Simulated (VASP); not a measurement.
The system is Ni.

```xyz
2
Lattice="2.3980 0.0000 0.0000 -1.1990 2.0768 0.0000 0.0000 0.0000 3.9897" Properties=species:S:1:pos:R:3 pbc="T T T"
Ni    1.1990    0.6923    2.9922
Ni    0.0000    1.3845    0.9974
```

Base run:

```yaml
Program: VASP 6.6.1
Functional: r2SCAN
Potentials_or_basis: VASP PAW PBE potentials, release 64 (Ni)
Cutoff: 520 eV
k_mesh: 12 × 12 × 7
Occupations: fermi-dirac, width 0.05 eV
Spin: collinear spin, ferromagnetic start
Starting_moments: "[1.0, 1.0] μB"
```

Its results: pressure 15.2 GPa; net moment 1.38 μB per cell; site moments Ni +0.70 μB.

The run is repeated on the same cell with these changes: functional from r2SCAN to PBEsol. What comes out?

Pressure 11.8 GPa; net moment 1.20 μB per cell; site moments Ni +0.60 μB.

Caveats: the PAW data sets were made with another functional, which shifts forces and pressure a little.
